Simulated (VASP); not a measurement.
A run of VASP 6.6.1 is set up as follows.

Contents of INCAR:

```
SYSTEM = SnO
PREC = Accurate
ENCUT = 600
EDIFF = 1E-6
ISMEAR = 0
SIGMA = 0.1
LREAL = .False.
LASPH = .True.
NELM = 100
ALGO = Normal
ISIF = 3
LWAVE = .False.
LCHARG = .False.
GGA = PE
IBRION = 2
NSW = 90
EDIFFG = -0.04
```

File KPOINTS:

```
Automatic mesh
0
Gamma
  6 6 6
  0 0 0
```

File POSCAR:

```
SnO
1.0
   -3.1936574390      3.5077579903      1.9190414403
    3.1936574390     -3.5077579903      1.9190414403
    3.1936574390      3.5077579903     -1.9190414403
Sn O
2 2
Direct
    0.0000000000      0.0000000000      0.5000000000
    0.0000000000      0.5000000000      0.0000000000
    0.8831898928      0.1331898928      0.7500000000
    0.1168101072      0.8668101072      0.2500000000
```

Potentials or basis: VASP PAW PBE potentials, release 64 (Sn_d, O).

Run with:

```bash
$ cat potpaw_PBE.64/Sn_d/POTCAR potpaw_PBE.64/O/POTCAR > POTCAR
$ mpirun -np 1 vasp_std > vasp.out
```

(1) What does it give for the band gap on the k mesh?

(2) What does it give for the relaxed volume?

## Answers

(1) zero (bands 20 and 21 overlap by 0.67 eV).

(2) 20.41 Å³/atom.

Caveat: semilocal functionals underestimate gaps, so a narrow gap can read as zero; spin-orbit coupling is left out, which moves the levels of the heavy elements.
